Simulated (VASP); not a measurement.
Runs of VASP 6.6.1 on Pt. The structure is that of space group P6_3/mmc (No. 194), or close to it. The cells are those of the table. 

```tsv
task	cell	k mesh for the DOS	occupations for the DOS	gap on the mesh (eV)	pressure (GPa)
single point	a = 2.580, b = 2.580, c = 4.374 Å, angles 90.0, 90.0, 120.0°, 2 atoms	-	-	none	97.4
single point	a = 2.676, b = 2.676, c = 4.575 Å, angles 90.0, 90.0, 120.0°, 2 atoms	-	-	none	(a)
single point	a = 2.352, b = 2.352, c = 3.949 Å, angles 90.0, 90.0, 120.0°, 2 atoms	-	-	none	470.1
single point	a = 2.472, b = 2.472, c = 4.169 Å, angles 90.0, 90.0, 120.0°, 2 atoms	-	-	none	221.8
```

Alike in all rows: level PBE; potentials or basis VASP PAW PBE potentials, release 64 (Pt); no spin polarisation; k mesh 15 × 15 × 8; cutoff (eV) 520; smearing fermi-dirac 0.05 eV.

Estimate the missing entries.

(a) 33.2.

Caveats: spin-orbit coupling is left out, which moves the levels of the heavy elements.

A k mesh can miss the band edges, and the runs leave out spin-orbit coupling on Pt.

A gap of «none» marks levels without a gap at the run's occupations.
